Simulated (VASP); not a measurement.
# Nb in VASP: further runs, part 2 of 2

VASP 6.6.1. Earlier steps stand in the parts before.

**5. Single point, PBE**

This run uses another cell than the first one, of 18.13 Å³/atom, 0.997 times its volume.

INCAR

```
SYSTEM = Nb
ALGO = Normal
EDIFF = 1E-7
ENCUT = 520
GGA = PE
ISIF = 2
ISMEAR = 0
LASPH = .True.
LCHARG = .True.
LELF = .True.
LREAL = .False.
LVHAR = .True.
LWAVE = .False.
NBANDS = 12
NELM = 80
PREC = Accurate
SIGMA = 0.1
```

KPOINTS

```
k-points
0
Gamma
  24 24 24
  0 0 0
```

POSCAR

```
Nb
1.0
   -1.6549073403      1.6549073403      1.6549073403
    1.6549073403     -1.6549073403      1.6549073403
    1.6549073403      1.6549073403     -1.6549073403
Nb
1
Direct
    0.0000000000      0.0000000000      0.0000000000
```

On the command line:

```console
cat potpaw_PBE.64/Nb_sv/POTCAR > POTCAR
mpirun -np 1 vasp_std > vasp.out
```

Wall time 2.8 min (1 thread of AMD EPYC 7R13, shared host); peak memory 0.18 GiB.

Results (log left out):

| Property | Result |
| --- | --- |
| Free energy | -10.2200 eV |
| Pressure | -0.3 GPa |

Levels at points of the mesh, in eV from the Fermi level:
```tsv
k point	band 2	band 3	band 4	band 5	band 6	band 7	band 8	band 9	band 10	band 11
(0.00, 0.00, 0.00)	-29.69	-29.69	-29.69	-5.94	0.37	0.37	0.37	3.25	3.25	14.20
(0.50, 0.00, 0.00)	-31.02	-30.11	-29.70	-3.70	-1.64	2.25	3.28	3.96	6.32	11.60
(0.50, 0.50, 0.50)	-30.60	-30.60	-30.60	-3.69	-3.69	5.56	5.56	5.56	9.02	9.02
```

**6. Relaxation of cell and atoms, PBE**

INCAR

```
SYSTEM = Nb
PREC     = Accurate       ! precision mode
ENCUT    = 600            ! plane-wave cutoff, eV
EDIFF    = 1E-7           ! SCF threshold, eV
ISMEAR   = 0              ! smearing method
SIGMA    = 0.1            ! smearing width, eV
LREAL    = .FALSE.        ! projectors in reciprocal space
LASPH    = .TRUE.         ! aspherical terms in the spheres
NELM     = 60             ! most SCF steps
ALGO     = Fast           ! electronic algorithm
ISIF     = 3              ! what is computed and relaxed
LWAVE    = .FALSE.        ! write WAVECAR
LCHARG   = .FALSE.        ! write CHGCAR
GGA      = PE             ! functional
IBRION   = 2              ! ionic algorithm
NSW      = 100            ! ionic steps
EDIFFG   = -0.01          ! ionic threshold
```

KPOINTS

```
regular mesh
0
G
  24 24 24
  0 0 0
```

POSCAR

```
Nb
1.0
   -1.6565184360      1.6565184360      1.6565184360
    1.6565184360     -1.6565184360      1.6565184360
    1.6565184360      1.6565184360     -1.6565184360
Nb
1
Direct
    0.0000000000      0.0000000000      0.0000000000
```

Potentials or basis: VASP PAW PBE potentials, release 64 (Nb_sv).

On the command line:

```console
cat potpaw_PBE.64/Nb_sv/POTCAR > POTCAR
mpirun -np 1 vasp_std > vasp.out
```

OUTCAR:

```text
SYSTEM = Nb
   PREC = Accurate
   ENCUT = 600
   EDIFF = 1E-7
   ISMEAR = 0
   LREAL = .FALSE.
   LASPH = .TRUE.
   NELM = 60
   ISIF = 3
   GGA = PE
   IBRION = 2
   NSW = 100
   EDIFFG = -0.01

 ion  position               nearest neighbor table
   1  0.000  0.000  0.000-

  LATTYP: Found a body centered cubic cell.
 ALAT       =     3.3130368720

  Lattice vectors:

 A1 = (  -1.6565184360,   1.6565184360,   1.6565184360)
 A2 = (   1.6565184360,  -1.6565184360,   1.6565184360)
 A3 = (   1.6565184360,   1.6565184360,  -1.6565184360)

Analysis of symmetry for initial positions (statically):
=====================================================================
 Subroutine PRICEL returns:
 Original cell was already a primitive cell.

 Routine SETGRP: Setting up the symmetry group for a
 body centered cubic supercell.

 Subroutine GETGRP returns: Found 48 space group operations
[... 9 lines left out ...]

 Routine SETGRP: Setting up the symmetry group for a
 body centered cubic supercell.

 Subroutine GETGRP returns: Found 48 space group operations
[... 11 lines left out ...]
                                     Primitive cell

  volume of cell :      18.1823

  direct lattice vectors                    reciprocal lattice vectors
    -1.656518436  1.656518436  1.656518436     0.000000000  0.301837872  0.301837872
     1.656518436 -1.656518436  1.656518436     0.301837872  0.000000000  0.301837872
     1.656518436  1.656518436 -1.656518436     0.301837872  0.301837872  0.000000000

  length of vectors
     2.869174095  2.869174095  2.869174095     0.426863213  0.426863213  0.426863213

  position of ions in fractional coordinates (direct lattice)
     0.000000000  0.000000000  0.000000000

  ion indices of the primitive-cell ions
   primitive index   ion index
                 1           1

----------------------------------------------------------------------------------------

 KPOINTS: regular mesh

Automatic generation of k-mesh.
 Grid dimensions read from file:
 generate k-points for:   24   24   24

 Generating k-lattice:

  Cartesian coordinates                     Fractional coordinates (reciprocal lattice)
     0.000000000  0.012576578  0.012576578     0.041666667  0.000000000  0.000000000
     0.012576578  0.000000000  0.012576578     0.000000000  0.041666667  0.000000000
     0.012576578  0.012576578  0.000000000     0.000000000  0.000000000  0.041666667

  Length of vectors
     0.017785967  0.017785967  0.017785967

  Shift w.r.t. Gamma in fractional coordinates (k-lattice)
     0.000000000  0.000000000  0.000000000

 Subroutine IBZKPT returns following result:
 ===========================================

 Found    413 irreducible k-points:

 Following reciprocal coordinates:
            Coordinates               Weight
  0.000000  0.000000  0.000000      1.000000
  0.041667  0.000000  0.000000     12.000000
  0.083333  0.000000  0.000000     12.000000
  0.125000  0.000000  0.000000     12.000000
  0.166667  0.000000  0.000000     12.000000
  0.208333  0.000000  0.000000     12.000000
[... 16 lines left out ...]
  0.416667  0.041667 -0.000000     48.000000
  0.458333  0.041667 -0.000000     48.000000
 [... further k-points ...]
   k-points           NKPTS =    413   k-points in BZ     NKDIM =    413   number of bands    NBANDS=     10
   number of dos      NEDOS =    301   number of ions     NIONS =      1
   total plane-waves  NPLWV =  13824
   dimension x,y,z NGX =    24 NGY =   24 NGZ =   24
   dimension x,y,z NGXF=    48 NGYF=   48 NGZF=   48
   ions per type =               1
   NGX,Y,Z   is equivalent  to a cutoff of  13.91, 13.91, 13.91 a.u.
   NGXF,Y,Z  is equivalent  to a cutoff of  27.81, 27.81, 27.81 a.u.
 SYSTEM =  Nb
   PREC   = accura    normal or accurate (medium, high low for compatibility)
   ISTART =      0    job   : 0-new  1-cont  2-samecut
   ICHARG =      2    charge: 1-file 2-atom 10-const
   ISPIN  =      1    spin polarized calculation?
   LNONCOLLINEAR =      F non collinear calculations
   LSORBIT =      F    spin-orbit coupling
   LASPH  =      T    aspherical Exc in radial PAW
   ENCUT  =  600.0 eV  44.10 Ry    6.64 a.u.   5.73  5.73  5.73*2*pi/ulx,y,z
   NELM   =     60;   NELMIN=  2; NELMDL= -5     # of ELM steps
   EDIFF  = 0.1E-06   stopping-criterion for ELM
   LREAL  =      F    real-space projection
   EDIFFG = -.1E-01   stopping-criterion for IOM
   NSW    =    100    number of steps for IOM
   IBRION =      2    ionic relax: 0-MD 1-quasi-New 2-CG
   NFREE  =      1    steps in history (QN), initial steepest desc. (CG)
   ISIF   =      3    stress and relaxation
   ISYM   =      2    0-nonsym 1-usesym 2-fastsym
   POTIM  = 0.5000    time-step for ionic-motion
   TEBEG  =    0.0;   TEEND  =   0.0 temperature during run
   PSTRESS=    0.0 pullay stress
   NELECT =      13.0000    total number of electrons
   NUPDOWN=      -1.0000    fix difference up-down
   EMIN   =  10.00;   EMAX   =-10.00  energy-range for DOS
   EFERMI =   0.00;   METHOD = LEGACY
   ISMEAR =     0;   SIGMA  =   0.10  broadening in eV -4-tet -1-fermi 0-gaus
   EFERMI_NEDOS =   21; number of points for ismear=-14 and -15
   IALGO  =     68    algorithm
   IMIX   =      4    mixing-type and parameters
     AMIX     =   0.40;   BMIX     =  1.00
     AMIX_MAG =   1.60;   BMIX_MAG =  1.00
  volume/ion in A,a.u.               =      18.18       122.70
  Fermi-wavevector in a.u.,A,eV,Ry     =   1.463883  2.766338 29.156648  2.142953
  Thomas-Fermi vector in A             =   2.579925
   LORBIT       =      0    0 simple, 1 ext, 2 COOP (PROOUT), +10 PAW based schemes
   GGA     = PE    functional components
   LHFCALC =     F    Hartree Fock is set to
   AEXX    =    0.0000 exact exchange contribution
   IVDW    =     0    specifies the selected vdW correction
   LEPSILON=     F    determine dielectric tensor
   LRPA    =     F    only Hartree local field effects (RPA)
 conjugate gradient relaxation of ions
 non-spin polarized calculation
 RMM-DIIS sequential band-by-band and
 Gauss-broadening in eV      SIGMA  =   0.10
  energy-cutoff  :      600.00
  volume of cell :       18.18
 maximum number of plane-waves:       623
   NGX = 11   NGY = 11   NGZ = 11

--------------------------------------- Ionic step        1  -------------------------------------------

 number of electron      13.0000000 magnetization

 Free energy of the ion-electron system (eV)
  ---------------------------------------------------
  ext. energy  EPLUGINS =         0.00000000
  ---------------------------------------------------
  free energy    TOTEN  =       -10.21978027 eV

  energy without entropy =      -10.21223321  energy(sigma->0) =      -10.21600674

------------------------ aborting loop because EDIFF is reached ----------------------------------------

  FORCE on cell =-STRESS in cart. coord.  units (eV):
  Direction    XX          YY          ZZ          XY          YZ          ZX
  --------------------------------------------------------------------------------------
  -------------------------------------------------------------------------------------
  Total       -0.0878390     -0.0878390     -0.0878390      0.0000000      0.0000000     -0.0000000
  in kB       -7.7401440     -7.7401440     -7.7401440      0.0000000      0.0000000     -0.0000000
  external PRESSURE =      -7.7401440 kB  Pullay stress =       0.0000000 kB
[... 55 lines left out ...]
  energy  without entropy=      -10.2119992753  energy(sigma->0) =      -10.21568256

--------------------------------------- Ionic step        3  -------------------------------------------

 number of electron      13.0000000 magnetization

 Free energy of the ion-electron system (eV)
  ---------------------------------------------------
  ext. energy  EPLUGINS =         0.00000000
  ---------------------------------------------------
  free energy    TOTEN  =       -10.21998969 eV

  energy without entropy =      -10.21250622  energy(sigma->0) =      -10.21624796

 E-fermi :  11.1142     XC(G=0): -12.4749

 val. band max:       11.1121833124   @ k =   0.1250   0.0000   0.0000
 cond. band min:      11.1157390301   @ k =  -0.3333   0.4583   0.1667
 fundamental gap:      0.0035557177
 Fermi energy:        11.1141986338

 k-point     1 :       0.0000    0.0000    0.0000
  band No.  band energies     occupation
      1     -43.2628      2.00000
      2     -18.5706      2.00000
      3     -18.5706      2.00000
      4     -18.5706      2.00000
      5       5.1732      2.00000
      6      11.4793      0.00000
      7      11.4793      0.00000
      8      11.4793      0.00000
      9      14.3725      0.00000
     10      14.3725      0.00000
[... 287 lines left out ...]
 k-point    24 :       0.4583    0.0417   -0.0000
  band No.  band energies     occupation
      1     -43.0221      2.00000
      2     -19.8938      2.00000
      3     -18.9972      2.00000
      4     -18.5925      2.00000
      5       7.4647      2.00000
      6       9.4892      2.00000
      7      13.1384      0.00000
      8      14.3803      0.00000
      9      15.1748      0.00000
     10      17.4916      0.00000

 [... further k-points ...]

------------------------ aborting loop because EDIFF is reached ----------------------------------------

  FORCE on cell =-STRESS in cart. coord.  units (eV):
  Direction    XX          YY          ZZ          XY          YZ          ZX
  --------------------------------------------------------------------------------------
  -------------------------------------------------------------------------------------
  Total       -0.0011130     -0.0011130     -0.0011130      0.0000000      0.0000000     -0.0000000
  in kB       -0.0985249     -0.0985249     -0.0985249      0.0000000      0.0000000     -0.0000000
  external PRESSURE =      -0.0985249 kB  Pullay stress =       0.0000000 kB
[... 16 lines left out ...]
  FREE ENERGIE OF THE ION-ELECTRON SYSTEM (eV)
  ---------------------------------------------------
  free  energy   TOTEN  =       -10.2199896940 eV

  energy  without entropy=      -10.2125062230  energy(sigma->0) =      -10.21624796

 reached required accuracy - stopping structural energy minimisation
```

Run time: 11 min. Hardware: 1 thread of AMD EPYC 7R13, shared host; peak memory 0.2 GiB.

What came out:

| Quantity | Value |
| --- | --- |
| Free energy | -10.2200 eV |
| Relaxed volume | 18.10 Å³/atom |
| Relaxed cell | a = 2.865 Å, b = 2.865 Å, c = 2.865 Å, α = 109.47°, β = 109.47°, γ = 109.47° |
| Space group after relaxing (to 0.05 Å) | Im-3m (No. 229) |
| Energy gained by relaxing | 0.2 meV/atom |
| Ionic steps | 3 |
| Pressure after relaxing | 0.0 GPa |

Step by step:
```csv
step,energy change (eV),largest force (eV/Å),pressure (GPa),volume (Å³)
1,0.0000,0.0000,-0.77,18.18
2,0.0004,0.0000,1.32,17.95
3,-0.0002,0.0000,-0.01,18.10
```

Final structure:
```
CELL_PARAMETERS angstrom
-1.65401 1.65401 1.65401
1.65401 -1.65401 1.65401
1.65401 1.65401 -1.65401
ATOMIC_POSITIONS crystal
Nb 0.00000 0.00000 0.00000
```

**7. The runs side by side**

| task | cell | k mesh | cutoff (eV) | gap on the mesh (eV) | pressure (GPa) |
| --- | --- | --- | --- | --- | --- |
| single point | a = 2.869 Å, angles 109.5°, 1 atom | 8 × 8 × 8 | 520 | none | -0.4 |
| relaxation of cell and atoms | relaxed from a = 2.866 Å, angles 109.5°, 1 atom | 8 × 8 × 8 | 600 | none | 0.2 |
| single point | a = 3.311, b = 3.309, c = 3.310 Å, angles 90.0, 90.3, 90.0°, 2 atoms | 6 × 6 × 4 | 520 | none | 0.0 |
| single point | a = 2.866 Å, angles 109.5°, 1 atom | 24 × 24 × 24 | 520 | none | -0.3 |
| relaxation of cell and atoms | relaxed from a = 2.869 Å, angles 109.5°, 1 atom | 24 × 24 × 24 | 600 | none | 0.0 |

Alike in all rows: level PBE; potentials or basis VASP PAW PBE potentials, release 64 (Nb_sv); no spin polarisation; smearing gaussian 0.1 eV.

Caveats: some runs use coarse meshes; the relaxation stopped at its first step, so nothing moved (some runs).

Absolute energies hang on the potentials; compare differences alone.
